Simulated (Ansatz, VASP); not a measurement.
**TiAl3 in VASP and in Ansatz**

```
Ti Al
1.0
     3.97773    0.00000    0.00000
     0.00000    3.97773    0.00000
     0.00000    0.00000    3.97773
Ti Al
1 3
Direct
  0.50000 0.50000 0.50000
  0.00000 0.50000 0.00000
  0.50000 0.00000 0.00000
  0.00000 0.00000 0.50000
```

Alike in both runs: task single point; functional PBE; k mesh 4 × 4 × 4; occupations gaussian, width 0.1 eV; collinear spin.

|  | VASP | Ansatz |
| --- | --- | --- |
| version | VASP 6.6.1 | Ansatz 0.2.0 |
| potentials or method | VASP PAW PBE potentials, release 64 (Ti_sv, Al), cutoff 520 eV | scalar-relativistic, plane waves, PAW |
| valence electrons in the cell | 21 | 21 |

|  | VASP | Ansatz | Ansatz less VASP |
| --- | --- | --- | --- |
| gap on the k mesh at the Fermi level (eV) | none | none | - |
| pressure (GPa) | 0.3 | 0.3 | +0.01 |
| net moment per atom (μB) | 0.00 | 0.00 | 0.000 |

A gap of «none» marks a metal or a gap that the smearing closes. Ansatz's warnings: seeded moment not kept.

The k mesh is coarse, so the values compare programs but aren't converged.
